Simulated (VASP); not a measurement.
The system is ZnS.

```
CELL_PARAMETERS angstrom
3.57021 0.00000 0.00000
-1.78511 3.09190 0.00000
0.00000 0.00000 11.66032
ATOMIC_POSITIONS crystal
Zn 0.00000 0.00000 0.00000
Zn 0.33333 0.66667 0.25000
Zn 0.00000 0.00000 0.50000
Zn 0.66667 0.33333 0.75000
S 0.00000 0.00000 0.18750
S 0.33333 0.66667 0.43750
S 0.00000 0.00000 0.68750
S 0.66667 0.33333 0.93750
```

```yaml
Program: VASP 6.6.1
Task: relaxation of cell and atoms
Functional: PBEsol
Potentials_or_basis: VASP PAW PBE potentials, release 64 (Zn, S)
Cutoff: 500 eV
k_mesh: 9 × 9 × 2
Occupations: fermi-dirac, width 0.03 eV
Spin: no spin polarisation
```

At the start: pressure 21.1 GPa; volume 16.09 Å³/atom.

Question: How do energy, volume and symmetry change on relaxing?

Answer: Over 6 steps the energy falls by 176.4 meV/atom and the volume is 19.23 Å³/atom (+19.5 %); space group P6_3mc (No. 186, to 0.1 Å) before and after.

Step by step:
```
step  energy change (eV)  largest force (eV/Å)  pressure (GPa)  volume (Å³)
   1              0.0000                0.0608           21.08       128.72
   2             -0.9627                0.0174           -7.04       172.32
   3             -1.4115                0.0130            0.00       153.88
   4             -1.4110                0.0123           -0.27       154.42
   5             -1.4115                0.0072            0.08       153.75
   6             -1.4115                0.0083            0.01       153.88
```

Final structure:
```cif
data_structure
_symmetry_space_group_name_H-M 'P 1'
_symmetry_Int_Tables_number 1
_cell_length_a 3.7867
_cell_length_b 3.7867
_cell_length_c 12.3916
_cell_angle_alpha 90.000
_cell_angle_beta 90.000
_cell_angle_gamma 120.000
_cell_volume 153.88
loop_
_atom_site_label
_atom_site_type_symbol
_atom_site_fract_x
_atom_site_fract_y
_atom_site_fract_z
_atom_site_occupancy
Zn1 Zn 0.00000 0.00000 0.00012 1
Zn2 Zn 0.33333 0.66667 0.24998 1
Zn3 Zn 0.00000 0.00000 0.50012 1
Zn4 Zn 0.66667 0.33333 0.74998 1
S1 S 0.00000 0.00000 0.18730 1
S2 S 0.33333 0.66667 0.43760 1
S3 S 0.00000 0.00000 0.68730 1
S4 S 0.66667 0.33333 0.93760 1
```

Caveat: the volume moved by over 15 % at a fixed basis, so the end points are rough; the PAW data sets were made with another functional, which shifts forces and pressure a little.
